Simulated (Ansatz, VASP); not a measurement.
**One calculation of CdCuI3, two programs**

The input INCAR:

```
SYSTEM = CdCuI3
  ALGO = Normal
  EDIFF = 1E-6
  ENCUT = 520
  GGA = PE
  ISIF = 2
  ISMEAR = 0
  ISPIN = 2
  LASPH = .TRUE.
  LCHARG = .FALSE.
  LMAXMIX = 4
  LORBIT = 11
  LREAL = .FALSE.
  LWAVE = .FALSE.
  MAGMOM = 0 1 0 0 0
  NBANDS = 34
  NELM = 150
  PREC = Accurate
  SIGMA = 0.1
```

File KPOINTS:

```
k-points
0
G
  4 4 4
  0 0 0
```

POSCAR

```
CdCuI3
1.0
    5.3785116037      0.0000000000      0.0000000000
    0.0000000000      5.3785116037      0.0000000000
    0.0000000000      0.0000000000      5.3785116037
Cd Cu I
1 1 3
Direct
    0.0000000000      0.0000000000      0.0000000000
    0.5000000000      0.5000000000      0.5000000000
    0.0000000000      0.5000000000      0.5000000000
    0.5000000000      0.0000000000      0.5000000000
    0.5000000000      0.5000000000      0.0000000000
```

Input for Ansatz:

```yaml
crystal:
  lattice:
    - [5.3785116037, 0.0, 0.0]
    - [0.0, 5.3785116037, 0.0]
    - [0.0, 0.0, 5.3785116037]
  atoms:
    - { symbol: Cd, position: [0.0, 0.0, 0.0] }
    - { symbol: Cu, position: [0.5, 0.5, 0.5], spin: 1.0 }
    - { symbol: I, position: [0.0, 0.5, 0.5] }
    - { symbol: I, position: [0.5, 0.0, 0.5] }
    - { symbol: I, position: [0.5, 0.5, 0.0] }
basis:
  ecutwfc: 420
kpoints:
  mp_grid: { grid: [4, 4, 4] }
hamiltonian:
  xc: pbe
scf:
  occupations: { method: gaussian, width: 0.1 }
  lower_state_search: "off"
output:
  forces: true
  stress: true
  eigenvalues: true
  populations: true
magnetization:
  spin_polarized: true
```

Alike in both runs: task single point; functional PBE; k mesh 4 × 4 × 4; occupations gaussian, width 0.1 eV; collinear spin.

|  | VASP | Ansatz |
| --- | --- | --- |
| version | VASP 6.6.1 | Ansatz 0.2.0 |
| potentials or method | VASP PAW PBE potentials, release 64 (Cd, Cu, I), cutoff 520 eV | scalar-relativistic, plane waves, PAW |
| valence electrons in the cell | 44 | 90 |

Ansatz gave:

```
gap on the k mesh at the Fermi level (eV) : none
pressure (GPa)                            : 1.7
net moment per atom (μB)                  : 0.00
```

Problem. Estimate VASP's values.

Solution. gap on the k mesh at the Fermi level (eV): none; pressure (GPa): 2.0; net moment per atom (μB): 0.01.

A gap of «none» marks a metal or a gap that the smearing closes. VASP's potentials hold 44 valence electrons a cell and Ansatz's 90, so a difference there can come from the potentials and not from the codes. Ansatz's warnings: seeded moment not kept.

Spin-orbit coupling is off throughout.
